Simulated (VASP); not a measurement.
Crystal: Ir.

```
CELL_PARAMETERS angstrom
0.00000 1.91079 1.91079
1.91079 0.00000 1.91079
1.91079 1.91079 0.00000
ATOMIC_POSITIONS crystal
Ir 0.00000 0.00000 0.00000
```

This cell differs from its parent crystal: functional r2SCAN, strained.

Base run:

- Program: VASP 6.6.1
- Functional: r2SCAN
- Potentials or basis: VASP PAW PBE potentials, release 64 (Ir)
- Cutoff: 520 eV
- k mesh: 18 × 18 × 18
- Occupations: gaussian, width 0.1 eV
- Spin: no spin polarisation

Its results: pressure 9.7 GPa.

Task: The run is repeated on the same cell with these changes: potentials or basis from VASP PAW PBE potentials, release 64 (Ir) to VASP PAW PBE potentials, release 64 (Ir_sv_GW); cutoff from 520 eV to 550 eV; further incar settings from ALGO = Normal; EDIFF = 1e-07; NBANDS = 10 to ALGO = Normal; EDIFF = 1e-06; NBANDS = 14; valence electrons from 9 to 17. What comes out?

Result: Pressure 4.8 GPa.

Caveats: the PAW data sets were made with another functional, which shifts forces and pressure a little.
